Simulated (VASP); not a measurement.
Set up this calculation in VASP 6.6.1, as the native input.

```yaml
Task: single point
Functional: PBE-based global hybrid
Potentials_or_basis: VASP PAW PBE potentials, release 64 (Li_sv, H)
Cutoff: 520 eV
k_mesh: 4 × 4 × 4
Occupations: gaussian, width 0.01 eV
Spin: no spin polarisation
Dipole_correction: no
Grid_for_exact_exchange_PRECFOCK: Normal
Share_of_exact_exchange: 0.4
Further_INCAR_settings: ALGO = Normal; EDIFF = 1e-06; NBANDS = 9
```

Crystal: LiH.

```xyz
2
Lattice="2.5017 0.0000 0.0000 0.0000 2.5017 0.0000 0.0000 0.0000 2.5017" Properties=species:S:1:pos:R:3 pbc="T T T"
Li    0.0000    0.0000    0.0000
H     1.2508    1.2508    1.2508
```

One way to write it, as run:

POSCAR

```
LiH
1.0
    2.5016587118      0.0000000000      0.0000000000
    0.0000000000      2.5016587118      0.0000000000
    0.0000000000      0.0000000000      2.5016587118
Li H
1 1
Direct
    0.0000000000      0.0000000000      0.0000000000
    0.5000000000      0.5000000000      0.5000000000
```

INCAR.step1

```
ALGO     = Normal         # electronic algorithm
EDIFF    = 1E-5           # SCF threshold, eV
ENCUT    = 520            # plane-wave cutoff, eV
GGA      = PE             # functional
ISIF     = 2              # what is computed and relaxed
ISMEAR   = 0              # smearing method
LASPH    = True           # aspherical terms in the spheres
LCHARG   = False          # write CHGCAR
LREAL    = False          # projectors in reciprocal space
LWAVE    = True           # write WAVECAR
NBANDS   = 9              # bands
NELM     = 80             # most SCF steps
PREC     = Accurate       # precision mode
SIGMA    = 0.01           # smearing width, eV
```

INCAR.step2

```
AEXX     = 0.4            # exact-exchange fraction
ALGO     = Normal         # electronic algorithm
EDIFF    = 1E-6           # SCF threshold, eV
ENCUT    = 520            # plane-wave cutoff, eV
GGA      = PE             # functional
ISIF     = 2              # what is computed and relaxed
ISMEAR   = 0              # smearing method
ISTART   = 1            
LASPH    = True           # aspherical terms in the spheres
LCHARG   = False          # write CHGCAR
LHFCALC  = True           # exact exchange
LREAL    = False          # projectors in reciprocal space
LWAVE    = False          # write WAVECAR
NBANDS   = 9              # bands
NELM     = 80             # most SCF steps
PREC     = Accurate       # precision mode
PRECFOCK = Normal       
SIGMA    = 0.01           # smearing width, eV
```

KPOINTS

```
k-points
0
Gamma
  4 4 4
```

Potentials or basis: VASP PAW PBE potentials, release 64 (Li_sv, H).

Launch:

```bash
$ cat potpaw_PBE.64/Li_sv/POTCAR potpaw_PBE.64/H/POTCAR > POTCAR
$ cp INCAR.step1 INCAR
$ mpirun -np 1 vasp_std > vasp.out
$ cp INCAR.step2 INCAR
$ mpirun -np 1 vasp_std > vasp.out
```

Results of the run:

| Property | Result |
| --- | --- |
| Band gap on the k mesh | 3.23 eV, indirect (least direct gap 7.26 eV) |

Caveat: the k points lie up to 0.63 Å⁻¹ apart.

It took 9.3 s on 1 thread of Intel(R) Xeon(R) Platinum 8259CL CPU @ 2.50GHz (Skylake/Cascade Lake), on a shared host, peak memory 0.12 GiB.
